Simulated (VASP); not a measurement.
Set up this calculation in VASP 6.6.1, as the native input.

```yaml
Task: single point
Functional: PBE
Potentials_or_basis: VASP PAW PBE potentials, release 64 (In_d)
Cutoff: 500 eV
k_mesh: 8 × 8 × 4
Occupations: gaussian, width 0.05 eV
Spin: no spin polarisation
Dipole_correction: no
Further_INCAR_settings: ALGO = Normal; EDIFF = 1e-06; NBANDS = 20
```

The structure of In lies in POSCAR:

```
In
1.0
    3.2894804272      0.0000000000      0.0000000000
   -1.6447402136      2.8487736152      0.0000000000
    0.0000000000      0.0000000000      5.9776340230
In
2
Direct
    0.3333333333      0.6666666667      0.7500000000
    0.6666666667      0.3333333333      0.2500000000
```

The input as run:

INCAR

```
PREC = Accurate
ENCUT = 500
EDIFF = 1E-6
ISMEAR = 0
SIGMA = 0.05
LREAL = False
LASPH = True
NELM = 120
ALGO = Normal
ISIF = 2
LWAVE = False
LCHARG = False
GGA = PE
NBANDS = 20
GGA_COMPAT = False
```

KPOINTS

```
regular mesh
0
Gamma
  8 8 4
```

Potentials or basis: VASP PAW PBE potentials, release 64 (In_d).

The run is started by

```sh
$ cat potpaw_PBE.64/In_d/POTCAR > POTCAR
$ mpirun -np 1 vasp_std > vasp.out
```

Results of the run:

```yaml
Pressure: 0.0 GPa
Band_gap_on_the_k_mesh: zero (band 13 reaches 9.30 eV, above the bottom of band 14 at 4.33 eV)
```

Caveat: spin-orbit coupling is left out, which moves the levels of the heavy elements.

Wall time 18 s on 1 thread of Intel Xeon 6975P-C, on a shared host, peak memory 0.17 GiB.
